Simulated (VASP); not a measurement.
Here is a VASP 6.6.1 calculation.

INCAR

```
SYSTEM = Br
  PREC = Accurate
  ENCUT = 520
  EDIFF = 1E-6
  ISMEAR = 0
  SIGMA = 0.1
  LREAL = .FALSE.
  LASPH = .TRUE.
  NELM = 80
  ALGO = Fast
  ISIF = 2
  LWAVE = .FALSE.
  LCHARG = .FALSE.
  GGA = PE
  NBANDS = 14
```

Contents of KPOINTS:

```
regular mesh
0
G
  16 12 6
  0 0 0
```

The input POSCAR:

```
Br
1.0
    2.5511925637      0.0000000000      0.0000000000
    0.0000000000      3.8876589682      0.0000000000
    0.0000000000      0.0000000000      8.7878963249
Br
2
Direct
    0.0000000000      0.0000000000      0.0000000000
    0.5000000000      0.5000000000      0.5000000000
```

Potentials or basis: VASP PAW PBE potentials, release 64 (Br).

The run is started by

```sh
$ cat potpaw_PBE.64/Br/POTCAR > POTCAR
$ mpirun -np 1 vasp_std > vasp.out
```

(1) Estimate the band gap on the k mesh.

(2) What does it give for the pressure?

Results:

(1) zero (bands 7 and 8 overlap by 5.81 eV).

(2) 0.0 GPa.

Caveat: the cell differs from its parent crystal (uniaxial strain along c: -1.0 %, then relaxed in part); this functional lacks dispersion, which binds layers or chains, so the pressure and a relaxed spacing across them are unreliable.
